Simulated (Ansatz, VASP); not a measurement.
**Two plane-wave programs on Ta**

```
CELL_PARAMETERS angstrom
2.90109 0.00000 0.00000
-1.45055 2.51242 0.00000
0.00000 0.00000 5.13799
ATOMIC_POSITIONS crystal
Ta 0.33333 0.66667 0.75000
Ta 0.66667 0.33333 0.25000
```

Alike in both runs: functional PBE; k mesh 8 × 8 × 4; occupations gaussian, width 0.05 eV; no spin polarisation.

Ansatz relaxed the structure, and its values are those at the end. VASP's run is a single point on that final structure, the one shown.

|  | VASP | Ansatz |
| --- | --- | --- |
| version | VASP 6.6.1 | Ansatz 0.2.0 |
| potentials or method | VASP PAW PBE potentials, release 64 (Ta_pv), cutoff 520 eV | scalar-relativistic, plane waves, PAW |
| valence electrons in the cell | 22 | 26 |

VASP gave:

- pressure (GPa): 0.1

Question: Which values does Ansatz return?

Answer: Pressure (GPa): 0.0.

With one functional, cell and mesh, what is left measures potentials, basis and numerics. VASP's potentials hold 22 valence electrons a cell and Ansatz's 26, so a difference there can come from the potentials and not from the codes.

Neither program's run includes spin-orbit coupling.
